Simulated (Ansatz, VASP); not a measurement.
# SnSe in VASP and in Ansatz

Contents of POSCAR:

```
SnSe
1.0
    0.0000000000      3.0021131564      3.0021131564
    2.9099482825      0.0000000000      3.0021131564
    2.9099482825      3.0021131564      0.0000000000
Sn Se
1 1
Direct
    0.0000000000      0.0000000000      0.0000000000
    0.5000000000      0.5000000000      0.5000000000
```

File INCAR.step1:

```
SYSTEM = SnSe
PREC = Accurate ; ENCUT = 520
ISMEAR = 0 ; SIGMA = 0.01
LREAL = .False. ; LASPH = .True.
NELM = 80 ; NBANDS = 17
GGA = PE ; ALGO = Normal
EDIFF = 1E-4 ; LWAVE = .True.
LCHARG = .False.
```

The input INCAR.step2:

```
SYSTEM = SnSe
PREC = Accurate ; ENCUT = 520
EDIFF = 1E-6 ; ISMEAR = 0
SIGMA = 0.01 ; LREAL = .False.
LASPH = .True. ; NELM = 80
ALGO = Normal ; ISIF = 2
LWAVE = .False. ; LCHARG = .True.
METAGGA = R2SCAN ; LMIXTAU = .True.
LELF = .True. ; LVHAR = .True.
NBANDS = 17 ; ISTART = 1
```

The input KPOINTS:

```
Automatic mesh
0
Gamma
  8 8 8
  0 0 0
```

Input for Ansatz:

```yaml
crystal:
  lattice:
    - [0.0, 3.0021131564, 3.0021131564]
    - [2.9099482825, 0.0, 3.0021131564]
    - [2.9099482825, 3.0021131564, 0.0]
  atoms:
    - { symbol: Sn, position: [0.0, 0.0, 0.0] }
    - { symbol: Se, position: [0.5, 0.5, 0.5] }
kpoints:
  mp_grid: { grid: [8, 8, 8] }
  band_path:
    path:
      - [0.0, 0.0, 0.0]
      - [0.5, 0.0, 0.5]
      - [0.625, 0.25, 0.625]
      - [0.375, 0.375, 0.75]
      - [0.5, 0.5, 0.5]
      - [0.5, 0.25, 0.75]
      - [0.5, 0.475, 0.525]
    npoints: 1
hamiltonian:
  xc: r2scan
scf:
  occupations: { method: fixed }
  n_extra_bands: 4
output:
  forces: true
  stress: true
  eigenvalues: true
```

Change from the starting cell: uniaxial_x strain -3.1%.

Alike in both runs: task single point; functional r2SCAN; k mesh 8 × 8 × 8; no spin polarisation.

|  | VASP | Ansatz |
| --- | --- | --- |
| version | VASP 6.6.1 | Ansatz 0.2.0 |
| potentials or method | VASP PAW PBE potentials, release 64 (Sn_d, Se) | plane waves, PAW |
| plane-wave cutoff (eV) | 520 | 500 |
| occupations | gaussian, width 0.01 eV | fixed |
| valence electrons in the cell | 20 | 30 |

Ansatz gave:

* gap on the k mesh at the Fermi level (eV): 0.67
* pressure (GPa): 2.3
* traceless stress, the component that is largest in VASP (GPa): 3.16

Q: Which values does VASP return?

A: gap on the k mesh at the Fermi level (eV): 0.67; pressure (GPa): 2.3; traceless stress, the component that is largest in VASP (GPa): 3.17.

VASP's potentials were made for PBE, not for r2SCAN. VASP's potentials hold 20 valence electrons a cell and Ansatz's 30, so a difference there can come from the potentials and not from the codes.
